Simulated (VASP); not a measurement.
# Os (I4/mmm) in VASP: a series of runs

The runs below take Os through single point, with PBEsol.

Program: VASP 6.6.1. These are calculated values, not measurements. Logs are shortened: lines on timing, memory, paths and dates and some standing lists are left out, and cuts for length are marked.

### 1 The cell of the first run

The structure is tetragonal, space group I4/mmm (No. 139). Conventional cell: a = 2.792 Å, b = 2.792 Å, c = 3.773 Å, α = 90.00°, β = 90.00°, γ = 90.00°. Os (site symmetry 4/mmm) has 12 Os at 2.73 to 2.79 Å within 3.6 Å.

### 2 Single point, PBEsol (strain +0.015 along x and y, -0.030 along z)

File INCAR:

```
  PREC = Accurate
  ENCUT = 520
  EDIFF = 1E-6
  ISMEAR = 0
  SIGMA = 0.15
  LREAL = F
  LASPH = T
  NELM = 80
  ALGO = Normal
  ISIF = 2
  LWAVE = F
  LCHARG = F
  GGA = PS
  NBANDS = 10
```

File KPOINTS:

```
regular mesh
0
Gamma
  20 20 20
```

File POSCAR:

```
Os
1.0
    0.0000000000      1.9741750000      1.8866500000
    1.9741750000      0.0000000000      1.8866500000
    1.9741750000      1.9741750000      0.0000000000
Os
1
Direct
    0.0000000000      0.0000000000      0.0000000000
```

Potentials or basis: VASP PAW PBE potentials, release 64 (Os).

Started as:

```bash
cat potpaw_PBE.64/Os/POTCAR > POTCAR
mpirun -np 1 vasp_std > vasp.out
```

OUTCAR:

```text
PREC = Accurate
   ENCUT = 520
   EDIFF = 1E-6
   ISMEAR = 0
   LREAL = F
   LASPH = T
   NELM = 80
   ISIF = 2
   GGA = PS

 ion  position               nearest neighbor table
   1  0.000  0.000  0.000-

  LATTYP: Found a body centered tetragonal cell.
 ALAT       =     2.7919050595
 C/A-ratio  =     1.3515144389

  Lattice vectors:

 A1 = (   0.0000000000,  -1.9741750000,  -1.8866500000)
 A2 = (   0.0000000000,   1.9741750000,  -1.8866500000)
 A3 = (   1.9741750000,   0.0000000000,   1.8866500000)

Analysis of symmetry for initial positions (statically):
=====================================================================
 Subroutine PRICEL returns:
 Original cell was already a primitive cell.

 Routine SETGRP: Setting up the symmetry group for a
 body centered tetragonal supercell.

 Subroutine GETGRP returns: Found 16 space group operations
 (whereof 16 operations were pure point group operations)
 out of a pool of 16 trial point group operations.

The static configuration has the point symmetry D_4h.

Analysis of symmetry for dynamics (positions and initial velocities):
=====================================================================
 Subroutine PRICEL returns:
 Original cell was already a primitive cell.

 Routine SETGRP: Setting up the symmetry group for a
 body centered tetragonal supercell.

 Subroutine GETGRP returns: Found 16 space group operations
 (whereof 16 operations were pure point group operations)
 out of a pool of 16 trial point group operations.

The dynamic configuration has the point symmetry D_4h.

 Subroutine INISYM returns: Found 16 space group operations
 (whereof 16 operations are pure point group operations),
 and found     1 'primitive' translations

----------------------------------------------------------------------------------------

                                     Primitive cell

  volume of cell :      14.7059

  direct lattice vectors                    reciprocal lattice vectors
     0.000000000  1.974175000  1.886650000    -0.253270353  0.253270353  0.265020009
     1.974175000  0.000000000  1.886650000     0.253270353 -0.253270353  0.265020009
     1.974175000  1.974175000  0.000000000     0.253270353  0.253270353 -0.265020009

  length of vectors
     2.730716967  2.730716967  2.791905059     0.445564080  0.445564080  0.445564080

  position of ions in fractional coordinates (direct lattice)
[... 75 lines left out ...]
   ENCUT  =  520.0 eV  38.22 Ry    6.18 a.u.   5.08  5.08  5.19*2*pi/ulx,y,z
   NELM   =     80;   NELMIN=  2; NELMDL= -5     # of ELM steps
   EDIFF  = 0.1E-05   stopping-criterion for ELM
   LREAL  =      F    real-space projection
   EDIFFG = 0.1E-04   stopping-criterion for IOM
   NSW    =      0    number of steps for IOM
   IBRION =     -1    ionic relax: 0-MD 1-quasi-New 2-CG
   NFREE  =      0    steps in history (QN), initial steepest desc. (CG)
   ISIF   =      2    stress and relaxation
   ISYM   =      2    0-nonsym 1-usesym 2-fastsym
   POTIM  = 0.5000    time-step for ionic-motion
   TEBEG  =    0.0;   TEEND  =   0.0 temperature during run
   PSTRESS=    0.0 pullay stress
   NELECT =       8.0000    total number of electrons
   NUPDOWN=      -1.0000    fix difference up-down
   EMIN   =  10.00;   EMAX   =-10.00  energy-range for DOS
   EFERMI =   0.00;   METHOD = LEGACY
   ISMEAR =     0;   SIGMA  =   0.15  broadening in eV -4-tet -1-fermi 0-gaus
   EFERMI_NEDOS =   21; number of points for ismear=-14 and -15
   IALGO  =     38    algorithm
   IMIX   =      4    mixing-type and parameters
     AMIX     =   0.40;   BMIX     =  1.00
     AMIX_MAG =   1.60;   BMIX_MAG =  1.00
  volume/ion in A,a.u.               =      14.71        99.24
  Fermi-wavevector in a.u.,A,eV,Ry     =   1.336413  2.525454 24.299993  1.785999
  Thomas-Fermi vector in A             =   2.465041
   LORBIT       =      0    0 simple, 1 ext, 2 COOP (PROOUT), +10 PAW based schemes
   GGA     = PS    functional components
   LHFCALC =     F    Hartree Fock is set to
   AEXX    =    0.0000 exact exchange contribution
   IVDW    =     0    specifies the selected vdW correction
   LEPSILON=     F    determine dielectric tensor
   LRPA    =     F    only Hartree local field effects (RPA)
 non-spin polarized calculation
 Gauss-broadening in eV      SIGMA  =   0.15
  energy-cutoff  :      520.00
  volume of cell :       14.71
 maximum number of plane-waves:       415
   NGX = 11   NGY = 11   NGZ = 11

 number of electron       8.0000000 magnetization

 Free energy of the ion-electron system (eV)
  ---------------------------------------------------
  ext. energy  EPLUGINS =         0.00000000
  ---------------------------------------------------
  free energy    TOTEN  =       -12.03487284 eV

  energy without entropy =      -12.02411505  energy(sigma->0) =      -12.02949394

 E-fermi :   8.4751     XC(G=0): -13.8680

 val. band max:        8.4746281770   @ k =  -0.4500   0.0500   0.4500
 cond. band min:       8.4807825997   @ k =   0.3500   0.2500   0.0500
 fundamental gap:      0.0061544228
 Fermi energy:         8.4751426273

 k-point     1 :       0.0000    0.0000    0.0000
  band No.  band energies     occupation
      1      -1.9788      2.00000
      2       5.4654      2.00000
      3       5.4654      2.00000
      4       6.0581      2.00000
      5       8.0859      1.99976
      6       8.8515      0.00039
      7      22.7791      0.00000
      8      27.7668      0.00000
      9      27.7668      0.00000
     10      29.2735      0.00000
[... 287 lines left out ...]
 k-point    24 :      -0.3500    0.0500    0.0000
  band No.  band energies     occupation
      1       1.1878      2.00000
      2       5.4979      2.00000
      3       5.9187      2.00000
      4       6.2276      2.00000
      5       9.6160      0.00000
      6      10.2455      0.00000
      7      19.5041      0.00000
      8      23.5914      0.00000
      9      29.6432      0.00000
     10      30.7087      0.00000

 [... further k-points ...]
[... 5 lines left out ...]
  --------------------------------------------------------------------------------------
  -------------------------------------------------------------------------------------
  Total       -2.2351282     -2.2351282     -0.9028126      0.0000000     -0.0000000      0.0000000
  in kB     -243.5120106   -243.5120106    -98.3593270      0.0000000     -0.0000000      0.0000000
  external PRESSURE =    -195.1277827 kB  Pullay stress =       0.0000000 kB

 VOLUME and BASIS-vectors are now :
 -----------------------------------------------------------------------------
  energy-cutoff  :      520.00
  volume of cell :       14.71
      direct lattice vectors                 reciprocal lattice vectors
     0.000000000  1.974175000  1.886650000    -0.253270353  0.253270353  0.265020009
     1.974175000  0.000000000  1.886650000     0.253270353 -0.253270353  0.265020009
     1.974175000  1.974175000  0.000000000     0.253270353  0.253270353 -0.265020009

 POSITION                                       TOTAL-FORCE (eV/Angst)
 -----------------------------------------------------------------------------------
      0.00000      0.00000      0.00000         0.000000      0.000000     -0.000000
 -----------------------------------------------------------------------------------
    total drift:                                0.000000     -0.000000      0.000000

  FREE ENERGIE OF THE ION-ELECTRON SYSTEM (eV)
  ---------------------------------------------------
  free  energy   TOTEN  =       -12.0348728413 eV

  energy  without entropy=      -12.0241150453  energy(sigma->0) =      -12.02949394
```

stdout:

```text
POSCAR found type information on POSCAR Os
 POSCAR found :  1 types and       1 ions
 scaLAPACK will be used
 -----------------------------------------------------------------------------
|                                                                             |
|                                                                             |
|     You enforced a specific xc type in the INCAR file but a different       |
|     I HOPE YOU KNOW WHAT YOU ARE DOING!                                     |
|                                                                             |
 -----------------------------------------------------------------------------

 LDA part: xc-table for (Slater+PW92), standard interpolation
 POSCAR, INCAR and KPOINTS ok, starting setup
 FFT: planning ... GRIDC
 FFT: planning ... GRID_SOFT
 FFT: planning ... GRID
 WAVECAR not read
 entering main loop
```

Run time: 42 s. Hardware: 1 thread of Intel Xeon Platinum 8488C (Sapphire Rapids), shared host; peak memory 0.21 GiB.

Results:

```yaml
Free_energy: -12.0349 eV
Pressure: -19.5 GPa
Band_gap_on_the_k_mesh: zero (band 4 reaches 11.32 eV, above the bottom of band 5 at 7.13 eV)
```

Caveat: the cell differs from its parent crystal (strain +0.015 along x and y, -0.030 along z); the PAW data sets were made with another functional, which shifts forces and pressure a little; spin-orbit coupling is left out, which moves the levels of the heavy elements.

### 3 Single point, PBEsol (strain +0.000 along x and y, +0.015 along z)

File INCAR:

```
PREC = Accurate
ENCUT = 520
EDIFF = 1E-7
ISMEAR = 0
SIGMA = 0.15
LREAL = F
LASPH = T
NELM = 60
ALGO = Fast
ISIF = 2
LWAVE = F
LCHARG = T
GGA = PS
LELF = T
LVHAR = T
NBANDS = 10
```

File KPOINTS:

```
Automatic mesh
0
Gamma
  20 20 20
```

File POSCAR:

```
Os
1.0
    0.0000000000      1.9450000000      1.9741750000
    1.9450000000      0.0000000000      1.9741750000
    1.9450000000      1.9450000000      0.0000000000
Os
1
Direct
    0.0000000000      0.0000000000      0.0000000000
```

Potentials or basis: VASP PAW PBE potentials, release 64 (Os).

Started as:

```bash
cat potpaw_PBE.64/Os/POTCAR > POTCAR
mpirun -np 1 vasp_std > vasp.out
```

Run time: 43 s. Hardware: 1 thread of Intel Xeon Platinum 8488C (Sapphire Rapids), shared host; peak memory 0.22 GiB.

The run converged. Its results:

| Quantity | Value |
| --- | --- |
| Free energy | -12.0202 eV |
| Pressure | -24.8 GPa |
| Band gap on the k mesh | zero (band 4 reaches 10.52 eV, above the bottom of band 5 at 6.83 eV) |

Stress tensor (GPa, compression positive):
```
-23.43   0.00   0.00
  0.00 -23.43   0.00
  0.00   0.00 -27.42
```

Levels at points of the mesh, in eV from the Fermi level:
```tsv
k point	band 1	band 2	band 3	band 4	band 5	band 6	band 7	band 8	band 9
(0.00, 0.00, 0.00)	-10.32	-2.90	-2.70	-2.70	-0.13	0.13	14.27	19.38	19.84
(0.50, 0.00, 0.00)	-7.18	-3.00	-2.80	-0.25	2.13	2.24	8.14	13.77	19.56
(0.50, 0.50, 0.00)	-7.00	-6.31	1.97	2.16	2.79	2.79	10.92	11.98	11.98
(0.50, 0.00, 0.50)	-6.99	-6.32	2.14	2.27	2.70	2.91	11.31	11.63	11.80
```

Caveat: the cell differs from its parent crystal (strain +0.000 along x and y, +0.015 along z); the PAW data sets were made with another functional, which shifts forces and pressure a little; spin-orbit coupling is left out, which moves the levels of the heavy elements.

### 4 Single point, PBEsol (strain +0.015 along x and y, -0.015 along z)

File INCAR:

```
SYSTEM = Os
PREC     = Accurate       ! precision mode
ENCUT    = 520            ! plane-wave cutoff, eV
EDIFF    = 1E-6           ! SCF threshold, eV
ISMEAR   = 0              ! smearing method
SIGMA    = 0.15           ! smearing width, eV
LREAL    = .FALSE.        ! projectors in reciprocal space
LASPH    = .TRUE.         ! aspherical terms in the spheres
NELM     = 60             ! most SCF steps
ALGO     = Normal         ! electronic algorithm
ISIF     = 2              ! what is computed and relaxed
LWAVE    = .FALSE.        ! write WAVECAR
LCHARG   = .FALSE.        ! write CHGCAR
GGA      = PS             ! functional
NBANDS   = 10             ! bands
```

File KPOINTS:

```
regular mesh
0
G
  20 20 20
  0 0 0
```

File POSCAR:

```
Os
1.0
    0.0000000000      1.9741750000      1.9158250000
    1.9741750000      0.0000000000      1.9158250000
    1.9741750000      1.9741750000      0.0000000000
Os
1
Direct
    0.0000000000      0.0000000000      0.0000000000
```

Started as:

```bash
cat potpaw_PBE.64/Os/POTCAR > POTCAR
mpirun -np 1 vasp_std > vasp.out
```

It took 42 s on 1 thread of Intel Xeon Platinum 8488C (Sapphire Rapids), shared host; peak memory 0.22 GiB.

The run converged. Its results:

```yaml
Free_energy: -12.0146 eV
Pressure: -24.6 GPa
Band_gap_on_the_k_mesh: zero (band 4 reaches 10.84 eV, above the bottom of band 5 at 6.82 eV)
```

Stress tensor (GPa, compression positive):
```
-27.57   0.00   0.00
  0.00 -27.57   0.00
  0.00   0.00 -18.75
```

Levels at points of the mesh, in eV from the Fermi level:
```
           k point  band 1  band 2  band 3  band 4  band 5  band 6  band 7  band 8
(0.00, 0.00, 0.00)  -10.32   -2.89   -2.89   -2.50   -0.25    0.25   14.29   19.38
(0.50, 0.00, 0.00)   -7.18   -3.11   -2.69   -0.24    2.06    2.31    8.15   13.76
(0.50, 0.50, 0.00)   -6.97   -6.34    2.14    2.59    2.82    2.82   11.46   11.46
(0.50, 0.00, 0.50)   -7.01   -6.30    1.97    2.14    2.60    2.98   10.94   11.82
```

Caveat: the cell differs from its parent crystal (strain +0.015 along x and y, -0.015 along z); the PAW data sets were made with another functional, which shifts forces and pressure a little; spin-orbit coupling is left out, which moves the levels of the heavy elements.

### 5 Single point, PBEsol (strain +0.000 along x and y, +0.030 along z)

File INCAR:

```
PREC = Accurate ; ENCUT = 520
EDIFF = 1E-6 ; ISMEAR = 0
SIGMA = 0.15 ; LREAL = False
LASPH = True ; NELM = 80
ALGO = Fast ; ISIF = 2
LWAVE = False ; LCHARG = True
GGA = PS ; LELF = True
LVHAR = True ; NBANDS = 10
```

File KPOINTS:

```
regular mesh
0
Gamma
  20 20 20
```

File POSCAR:

```
Os
1.0
    0.0000000000      1.9450000000      2.0033500000
    1.9450000000      0.0000000000      2.0033500000
    1.9450000000      1.9450000000      0.0000000000
Os
1
Direct
    0.0000000000      0.0000000000      0.0000000000
```

Started as:

```bash
cat potpaw_PBE.64/Os/POTCAR > POTCAR
mpirun -np 1 vasp_std > vasp.out
```

Wall time 40 s (1 thread of Intel Xeon Platinum 8488C (Sapphire Rapids), shared host); peak memory 0.22 GiB.

The run converged. Its results:

```
Free energy            : -11.9777 eV
Pressure               : -29.0 GPa
Band gap on the k mesh : zero (band 4 reaches 10.39 eV, above the bottom of band 5 at 6.67 eV)
```

Stress tensor (GPa, compression positive):
```
-26.29   0.00   0.00
  0.00 -26.29   0.00
  0.00   0.00 -34.35
```

Levels at points of the mesh, in eV from the Fermi level:
| k point | band 1 | band 2 | band 3 | band 4 | band 5 | band 6 | band 7 | band 8 |
| --- | --- | --- | --- | --- | --- | --- | --- | --- |
| (0.00, 0.00, 0.00) | -10.19 | -2.96 | -2.57 | -2.57 | -0.26 | 0.25 | 14.29 | 19.02 |
| (0.50, 0.00, 0.00) | -7.05 | -3.03 | -2.63 | -0.23 | 2.02 | 2.24 | 7.97 | 13.76 |
| (0.50, 0.50, 0.00) | -6.87 | -6.16 | 1.75 | 2.12 | 2.71 | 2.71 | 10.45 | 12.06 |
| (0.50, 0.00, 0.50) | -6.84 | -6.19 | 2.07 | 2.35 | 2.54 | 2.94 | 11.21 | 11.39 |

Caveat: the cell differs from its parent crystal (strain +0.000 along x and y, +0.030 along z); the PAW data sets were made with another functional, which shifts forces and pressure a little; spin-orbit coupling is left out, which moves the levels of the heavy elements.

(Continued in part 2 of 2.)
